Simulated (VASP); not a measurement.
# Ta3H in VASP: further runs, part 2 of 2

VASP 6.6.1. The steps go on from the part before.

**3. Single point, PBE, collinear spin, ferromagnetic start**

INCAR

```
SYSTEM = Ta3H
PREC     = Accurate       ! precision mode
ENCUT    = 520            ! plane-wave cutoff, eV
EDIFF    = 1E-7           ! SCF threshold, eV
ISMEAR   = 0              ! smearing method
SIGMA    = 0.1            ! smearing width, eV
LREAL    = .False.        ! projectors in reciprocal space
LASPH    = .True.         ! aspherical terms in the spheres
NELM     = 150            ! most SCF steps
ALGO     = Normal         ! electronic algorithm
ISIF     = 2              ! what is computed and relaxed
LWAVE    = .False.        ! write WAVECAR
LCHARG   = .False.        ! write CHGCAR
ISPIN    = 2              ! spin polarisation
MAGMOM   = 0 0 0 1        ! initial moments
LORBIT   = 11             ! projections on sites
LMAXMIX  = 4              ! l up to which the mixer works
LDIPOL   = .True.       
IDIPOL   = 3            
DIPOL    = 0.5 0.5 0.361
GGA      = PE             ! functional
NBANDS   = 29             ! bands
```

KPOINTS

```
Automatic mesh
0
Gamma
  10 10 1
  0 0 0
```

POSCAR

```
Ta3H
1.0
    2.8743098520      0.0000000000      0.0000000000
   -0.9581032840      2.7099253168      0.0000000000
    0.0000000000      0.0000000000     21.5266897253
Ta H
3 1
Direct
    0.5000000000      0.5000000000      0.1858158431
    0.0000000000      0.0000000000      0.2909732295
    0.5000000000      0.5000000000      0.3960985100
    0.5000000000      0.5000000000      0.5712299421
```

Potentials or basis: VASP PAW PBE potentials, release 64 (Ta_pv, H).

Run with:

```console
$ cat potpaw_PBE.64/Ta_pv/POTCAR potpaw_PBE.64/H/POTCAR > POTCAR
$ mpirun -np 1 vasp_std > vasp.out
```

OUTCAR:

```text
SYSTEM = Ta3H
   PREC = Accurate
   ENCUT = 520
   EDIFF = 1E-7
   ISMEAR = 0
   LREAL = .False.
   LASPH = .True.
   NELM = 150
   ISIF = 2
   ISPIN = 2
   LORBIT = 11
   GGA = PE

 ion  position               nearest neighbor table
   1  0.500  0.500  0.186-   2 2.81   2 2.81   2 3.26   2 3.26
   2  0.000  0.000  0.291-   3 2.81   3 2.81   1 2.81   1 2.81   3 3.26   3 3.26   1 3.26   1 3.26

   3  0.500  0.500  0.396-   2 2.81   2 2.81   2 3.26   2 3.26
   4  0.500  0.500  0.571-

  LATTYP: Found a base centered orthorhombic cell.
 ALAT       =     3.3189671336
 B/A-ratio  =     1.4142135624
 C/A-ratio  =     6.4859604988

  Lattice vectors:

 A1 = (   2.8743098520,   0.0000000000,   0.0000000000)
 A2 = (  -0.9581032840,   2.7099253168,   0.0000000000)
 A3 = (   0.0000000000,   0.0000000000,  21.5266897253)

Analysis of symmetry for initial positions (statically):
=====================================================================
 Subroutine PRICEL returns:
[... 1751 lines left out ...]
  --------------------------------------------------------------------------------------
  -------------------------------------------------------------------------------------
  Total       -3.0917114     -3.0176405     -0.1909791      0.1047522      0.0000000      0.0000000
  in kB      -29.5421011    -28.8343339     -1.8248548      1.0009340      0.0000000      0.0000000
  external PRESSURE =     -20.0670966 kB  Pullay stress =       0.0000000 kB

 VOLUME and BASIS-vectors are now :
 -----------------------------------------------------------------------------
  energy-cutoff  :      520.00
  volume of cell :      167.67
      direct lattice vectors                 reciprocal lattice vectors
     2.874309852  0.000000000  0.000000000     0.347909603  0.123004620  0.000000000
    -0.958103284  2.709925317  0.000000000     0.000000000  0.369013859  0.000000000
     0.000000000  0.000000000 21.526689725     0.000000000  0.000000000  0.046453961

 POSITION                                       TOTAL-FORCE (eV/Angst)
 -----------------------------------------------------------------------------------
      0.95810      1.35496      4.00000         0.000000      0.000000     -0.056213
      0.00000      0.00000      6.26369         0.000000      0.000000     -0.021165
      0.95810      1.35496      8.52669        -0.000000      0.000000      0.200884
      0.95810      1.35496     12.29669        -0.000000      0.000000     -0.123506
 -----------------------------------------------------------------------------------
    total drift:                                0.000000      0.000000      0.000337

  FREE ENERGIE OF THE ION-ELECTRON SYSTEM (eV)
  ---------------------------------------------------
  free  energy   TOTEN  =       -34.2642126888 eV

  energy  without entropy=      -34.2462479107  energy(sigma->0) =      -34.25523030

 vacuum level on the upper side and lower side of the slab         3.713         3.316

 total charge

# of ion       s       p       d       tot
------------------------------------------
    1        0.376   6.094   2.373   8.844
    2        0.375   6.187   2.383   8.945
    3        0.376   6.093   2.373   8.842
    4        0.383   0.000   0.000   0.383
--------------------------------------------------
tot          1.510  18.375   7.129  27.015

 magnetization (x)

# of ion       s       p       d       tot
------------------------------------------
    1        0.000   0.001  -0.002  -0.001
    2        0.000   0.001   0.013   0.014
    3        0.001  -0.002   0.014   0.013
    4        0.373   0.000   0.000   0.373
--------------------------------------------------
tot          0.374  -0.001   0.025   0.399
```

Wall time 6.4 min (1 thread of Intel Xeon Platinum 8488C (Sapphire Rapids), shared host); peak memory 0.5 GiB.

What came out:

```
Free energy                                           : -34.2642 eV
Largest force                                         : 0.201 eV/Å
Net moment                                            : 0.96 μB per cell
Site moments                                          : Ta -0.00, +0.01; H +0.37 μB
Valence electrons inside the program's atomic spheres : Ta 8.84, 8.95; H 0.38
```

Forces in eV/Å, atoms in the order of the input:
```
Ta   0.000  0.000 -0.056
Ta   0.000  0.000 -0.021
Ta   0.000  0.000  0.201
H    0.000  0.000 -0.124
```

Levels at points of the mesh, in eV from the Fermi level:
Spin up:
| k point | band 15 | band 16 | band 17 | band 18 | band 19 | band 20 |
| --- | --- | --- | --- | --- | --- | --- |
| (0.00, 0.00, 0.00) | -0.78 | -0.38 | -0.04 | 0.26 | 0.56 | 0.98 |
| (0.50, 0.00, 0.00) | -1.48 | -1.41 | -0.28 | 0.51 | 1.57 | 2.63 |
| (0.50, 0.50, 0.00) | -1.23 | -1.17 | 1.17 | 1.21 | 1.82 | 2.52 |
Spin down:
| k point | band 12 | band 13 | band 14 | band 15 | band 16 | band 17 | band 18 | band 19 | band 20 | band 21 |
| --- | --- | --- | --- | --- | --- | --- | --- | --- | --- | --- |
| (0.00, 0.00, 0.00) | -4.59 | -1.57 | -0.77 | -0.75 | -0.37 | 0.27 | 0.57 | 0.88 | 1.00 | 1.78 |
| (0.50, 0.00, 0.00) | -3.06 | -1.51 | -1.47 | -1.41 | -0.29 | 0.49 | 1.56 | 2.46 | 3.32 | 3.39 |
| (0.50, 0.50, 0.00) | -3.44 | -2.97 | -1.69 | -1.16 | 1.17 | 1.20 | 1.78 | 2.50 | 2.91 | 3.90 |

Caveat: spin-orbit coupling is left out, which moves the levels of the heavy elements.

**4. Single point, PBE, collinear spin, ferromagnetic start**

INCAR

```
ALGO = Normal
DIPOL = 0.5 0.5 0.353
EDIFF = 1E-7
ENCUT = 520
GGA = PE
IDIPOL = 3
ISIF = 2
ISMEAR = 0
ISPIN = 2
LASPH = T
LCHARG = T
LDIPOL = T
LELF = T
LMAXMIX = 4
LORBIT = 11
LREAL = F
LVACPOTAV = T
LVHAR = T
LWAVE = F
MAGMOM = 0 0 0 1
NBANDS = 29
NELM = 150
PREC = Accurate
SIGMA = 0.1
```

KPOINTS

```
k-points
0
Gamma
  10 10 1
```

POSCAR, as its differences from that of step 3:

```diff
@@ -11,2 +11,2 @@
     0.5000000000      0.5000000000      0.3960985100
-    0.5000000000      0.5000000000      0.5712299421
+    0.5000000000      0.5000000000      0.5387121696
```

Run with:

```console
$ cat potpaw_PBE.64/Ta_pv/POTCAR potpaw_PBE.64/H/POTCAR > POTCAR
$ mpirun -np 1 vasp_std > vasp.out
```

It took 19 min on 1 thread of AMD EPYC 7R43 (Zen 3), shared host; peak memory 0.49 GiB.

Results (log left out):

```
Free energy                                           : -34.4918 eV
Largest force                                         : 0.832 eV/Å
Net moment                                            : 0.73 μB per cell
Site moments                                          : Ta -0.01, +0.02, -0.00; H +0.31 μB
Valence electrons inside the program's atomic spheres : Ta 8.85, 8.95, 8.83; H 0.38
```

Forces on the atoms (eV/Å):
```
Ta   0.000  0.000 -0.017
Ta   0.000  0.000 -0.190
Ta   0.000  0.000  0.832
H    0.000  0.000 -0.626
```

Levels at points of the mesh, in eV from the Fermi level:
Spin up:
| k point | band 15 | band 16 | band 17 | band 18 | band 19 | band 20 |
| --- | --- | --- | --- | --- | --- | --- |
| (0.00, 0.00, 0.00) | -0.81 | -0.38 | 0.25 | 0.43 | 0.55 | 0.96 |
| (0.50, 0.00, 0.00) | -1.46 | -1.42 | -0.25 | 0.51 | 1.56 | 2.73 |
| (0.50, 0.50, 0.00) | -1.20 | -0.91 | 1.14 | 1.22 | 1.90 | 2.51 |
Spin down:
```
           k point  band 13  band 14  band 15  band 16  band 17  band 18  band 19  band 20
(0.00, 0.00, 0.00)    -1.60    -1.59    -0.81    -0.39     0.26     0.55     0.77     0.98
(0.50, 0.00, 0.00)    -1.53    -1.50    -1.45    -0.35     0.45     1.46     1.52     2.90
(0.50, 0.50, 0.00)    -3.01    -1.73    -1.18     1.13     1.15     1.55     2.46     2.68
```

Caveat: spin-orbit coupling is left out, which moves the levels of the heavy elements.

**5. Single point, PBE, collinear spin, ferromagnetic start**

INCAR

```
SYSTEM = Ta3H
ALGO = Normal
DIPOL = 0.5 0.5 0.330
EDIFF = 1E-6
ENCUT = 520
GGA = PE
IDIPOL = 3
ISIF = 2
ISMEAR = 0
ISPIN = 2
LASPH = .True.
LCHARG = .False.
LDIPOL = .True.
LMAXMIX = 4
LORBIT = 11
LREAL = .False.
LWAVE = .False.
MAGMOM = 0 0 0 1
NBANDS = 29
NELM = 150
PREC = Accurate
SIGMA = 0.1
```

KPOINTS

```
k-points
0
Gamma
  10 10 1
  0 0 0
```

POSCAR, as its differences from that of step 4:

```diff
@@ -11,2 +11,2 @@
     0.5000000000      0.5000000000      0.3960985100
-    0.5000000000      0.5000000000      0.5387121696
+    1.0000000000      1.0000000000      0.4453397084
```

Potentials or basis: VASP PAW PBE potentials, release 64 (Ta_pv, H).

Run with:

```console
$ cat potpaw_PBE.64/Ta_pv/POTCAR potpaw_PBE.64/H/POTCAR > POTCAR
$ mpirun -np 1 vasp_std > vasp.out
```

OUTCAR:

```text
SYSTEM = Ta3H
   EDIFF = 1E-6
   ENCUT = 520
   GGA = PE
   ISIF = 2
   ISMEAR = 0
   ISPIN = 2
   LASPH = .True.
   LORBIT = 11
   LREAL = .False.
   NELM = 150
   PREC = Accurate

 ion  position               nearest neighbor table
   1  0.500  0.500  0.186-   2 2.81   2 2.81   2 3.26   2 3.26
   2  0.000  0.000  0.291-   3 2.81   3 2.81   1 2.81   1 2.81   3 3.26   3 3.26   1 3.26   1 3.26

   3  0.500  0.500  0.396-   4 1.97   4 1.97   2 2.81   2 2.81   2 3.26   2 3.26
   4  0.000  0.000  0.445-   3 1.97   3 1.97

[... 1776 lines left out ...]
     2.874309852  0.000000000  0.000000000     0.347909603  0.123004620  0.000000000
    -0.958103284  2.709925317  0.000000000     0.000000000  0.369013859  0.000000000
     0.000000000  0.000000000 21.526689725     0.000000000  0.000000000  0.046453961

 POSITION                                       TOTAL-FORCE (eV/Angst)
 -----------------------------------------------------------------------------------
      0.95810      1.35496      4.00000         0.000000      0.000000      0.055444
      0.00000      0.00000      6.26369        -0.000000      0.000000     -0.583320
      0.95810      1.35496      8.52669         0.000000      0.000000      0.479601
      0.00000      0.00000      9.58669        -0.000000      0.000000      0.048275
 -----------------------------------------------------------------------------------
    total drift:                                0.000000      0.000000      0.000089

  FREE ENERGIE OF THE ION-ELECTRON SYSTEM (eV)
  ---------------------------------------------------
  free  energy   TOTEN  =       -37.2330880050 eV

  energy  without entropy=      -37.2148444784  energy(sigma->0) =      -37.22396624

 vacuum level on the upper side and lower side of the slab         3.172         3.846

 total charge

# of ion       s       p       d       tot
------------------------------------------
    1        0.376   6.092   2.380   8.849
    2        0.373   6.191   2.381   8.944
    3        0.344   6.152   2.409   8.905
    4        0.524   0.014   0.000   0.538
--------------------------------------------------
tot          1.617  18.449   7.170  27.235

 magnetization (x)

# of ion       s       p       d       tot
------------------------------------------
    1        0.000   0.000   0.000   0.000
    2       -0.000  -0.000  -0.000  -0.000
    3       -0.000  -0.000  -0.000  -0.000
    4        0.000  -0.000   0.000   0.000
--------------------------------------------------
tot          0.000  -0.000  -0.000  -0.000
```

OSZICAR:

```text
N       E                     dE             d eps       ncg     rms          rms(c)
DAV:   1     0.244806562341E+03    0.24481E+03   -0.18372E+04  4372   0.990E+02
DAV:   2    -0.291115979023E+02   -0.27392E+03   -0.26538E+03  4440   0.284E+02
DAV:   3    -0.384161289443E+02   -0.93045E+01   -0.89699E+01  4592   0.488E+01
[... 28 lines left out ...]
DAV:  32    -0.372330784487E+02   -0.44117E-05   -0.86937E-08  3078   0.100E-03    0.391E-04
DAV:  33    -0.372330828894E+02   -0.44407E-05   -0.86080E-08  3032   0.799E-04    0.326E-04
DAV:  34    -0.372330863275E+02   -0.34381E-05   -0.97905E-08  3150   0.767E-04    0.226E-04
DAV:  35    -0.372330875849E+02   -0.12574E-05   -0.50782E-08  2935   0.671E-04    0.110E-04
DAV:  36    -0.372330880050E+02   -0.42010E-06   -0.20180E-08  2876   0.389E-04
   1 F= -.37233088E+02 E0= -.37223966E+02  d E =-.182435E-01  mag=     0.0000
```

It took 23 min on 1 thread of AMD EPYC 7R13, shared host; peak memory 0.47 GiB.

What came out:

```yaml
Free_energy: -37.2331 eV
Largest_force: 0.583 eV/Å
Band_gap_on_the_k_mesh: zero (filled and empty bands overlap)
Net_moment: 0.00 μB per cell
Valence_electrons_inside_the_program's_atomic_spheres: Ta 8.85, 8.94, 8.90; H 0.54
```

Forces on the atoms (eV/Å):
```
Ta   0.000  0.000  0.055
Ta   0.000  0.000 -0.583
Ta   0.000  0.000  0.480
H    0.000  0.000  0.048
```

Caveat: spin-orbit coupling is left out, which moves the levels of the heavy elements.
